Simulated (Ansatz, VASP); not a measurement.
One calculation of Ga5N6, two programs

File INCAR:

```
SYSTEM = Ga5N6
PREC     = Accurate       ! precision mode
ENCUT    = 520            ! plane-wave cutoff, eV
EDIFF    = 1E-6           ! SCF threshold, eV
ISMEAR   = 0              ! smearing method
SIGMA    = 0.05           ! smearing width, eV
LREAL    = .False.        ! projectors in reciprocal space
LASPH    = .True.         ! aspherical terms in the spheres
NELM     = 60             ! most SCF steps
ALGO     = Normal         ! electronic algorithm
ISIF     = 2              ! what is computed and relaxed
LWAVE    = .False.        ! write WAVECAR
LCHARG   = .True.         ! write CHGCAR
LDIPOL   = .True.       
IDIPOL   = 3            
DIPOL    = 0.5 0.5 0.500
GGA      = PS             ! functional
LELF     = .True.         ! ELF
LVHAR    = .True.       
LVACPOTAV= .True.       
NBANDS   = 58             ! bands
```

Contents of KPOINTS:

```
regular mesh
0
Gamma
  2 2 1
  0 0 0
```

The input POSCAR:

```
Ga5N6
1.0
    3.1807290383      0.0000000000      0.0000000000
    0.0000000000      3.1807290383      0.0000000000
    0.0000000000      0.0000000000     26.2455753606
N Ga
6 5
Direct
    0.0000000000      0.5000000000      0.2857624532
    0.5000000000      0.0000000000      0.3714574719
    0.0000000000      0.5000000000      0.4571524906
    0.5000000000      0.0000000000      0.5428475094
    0.0000000000      0.5000000000      0.6285425281
    0.5000000000      0.0000000000      0.7142375468
    0.5000000000      0.5000000000      0.3286099625
    0.0000000000      0.0000000000      0.4143049813
    0.5000000000      0.5000000000      0.5000000000
    0.0000000000      0.0000000000      0.5856950187
    0.5000000000      0.5000000000      0.6713900375
```

Input for Ansatz:

```yaml
crystal:
  lattice:
    - [3.1807290383, 0.0, 0.0]
    - [0.0, 3.1807290383, 0.0]
    - [0.0, 0.0, 26.2455753606]
  atoms:
    - { symbol: "N", position: [0.0, 0.5, 0.2857624532] }
    - { symbol: Ga, position: [0.5, 0.5, 0.3286099625] }
    - { symbol: "N", position: [0.5, 0.0, 0.3714574719] }
    - { symbol: Ga, position: [0.0, 0.0, 0.4143049813] }
    - { symbol: "N", position: [0.0, 0.5, 0.4571524906] }
    - { symbol: Ga, position: [0.5, 0.5, 0.5] }
    - { symbol: "N", position: [0.5, 0.0, 0.5428475094] }
    - { symbol: Ga, position: [0.0, 0.0, 0.5856950187] }
    - { symbol: "N", position: [0.0, 0.5, 0.6285425281] }
    - { symbol: Ga, position: [0.5, 0.5, 0.6713900375] }
    - { symbol: "N", position: [0.5, 0.0, 0.7142375468] }
basis:
  ecutwfc: 420
kpoints:
  mp_grid: { grid: [2, 2, 1] }
hamiltonian:
  xc: pbesol
scf:
  occupations: { method: gaussian, width: 0.05 }
output:
  forces: true
  stress: true
  eigenvalues: true
efield:
  axis: 3
  dipole_correction: true
  ramp_width: 0.04
```

Alike in both runs: task single point; functional PBEsol; k mesh 2 × 2 × 1; occupations gaussian, width 0.05 eV; no spin polarisation.

```csv
,VASP,Ansatz
version,VASP 6.6.1,Ansatz 0.2.0
potentials or method,"VASP PAW PBE potentials, release 64 (N, Ga_d), cutoff 520 eV","scalar-relativistic, plane waves, PAW"
valence electrons in the cell,95,95
```

Ansatz gave:

| Property | Result |
| --- | --- |
| gap on the k mesh at the Fermi level (eV) | none |
| rms of the force components (eV/Å) | 0.465 |
| work function, face that differs most (eV) | 8.12 |

Task: Estimate VASP's values.

Result: gap on the k mesh at the Fermi level (eV): none; rms of the force components (eV/Å): 0.472; work function, face that differs most (eV): 8.12.

VASP's potentials were made for PBE, not for PBEsol. A gap of «none» marks a metal or a gap that the smearing closes.

The k mesh is coarse, so the values compare programs but aren't converged.
